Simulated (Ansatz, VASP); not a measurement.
**One calculation of Ga3BAs4, two programs**

```
Ga B As
1.0
     3.92075    0.00000    0.00000
     0.00000    3.89901    5.51707
     0.00000   -3.89901    5.51707
Ga B As
3 1 4
Direct
  0.50000 0.00053 0.50149
  0.50000 0.50149 0.00053
  0.00000 0.49885 0.49885
  0.00000 0.99714 0.99714
  0.50000 0.10676 0.10676
  0.00000 0.11254 0.65867
  0.00000 0.65867 0.11254
  0.50000 0.62402 0.62402
```

Alike in both runs: functional PBE; k mesh 4 × 4 × 4; occupations gaussian, width 0.1 eV; no spin polarisation.

Ansatz relaxed the structure, and its values are those at the end. VASP's run is a single point on that final structure, the one shown.

|  | VASP | Ansatz |
| --- | --- | --- |
| version | VASP 6.6.1 | Ansatz 0.2.0 |
| potentials or method | VASP PAW PBE potentials, release 64 (Ga_d, B, As), cutoff 520 eV | scalar-relativistic, plane waves, PAW |
| valence electrons in the cell | 62 | 102 |

Ansatz gave:

```
gap on the k mesh at the Fermi level (eV) : 0.14
least direct gap on the mesh (eV)         : 0.14
pressure (GPa)                            : 0.0
rms of the force components (eV/Å)        : 0.006
```

**Question.** Estimate VASP's values.

**Answer.** gap on the k mesh at the Fermi level (eV): 0.14; least direct gap on the mesh (eV): 0.14; pressure (GPa): 0.2; rms of the force components (eV/Å): 0.008.

VASP's potentials hold 62 valence electrons a cell and Ansatz's 102, so a difference there can come from the potentials and not from the codes.
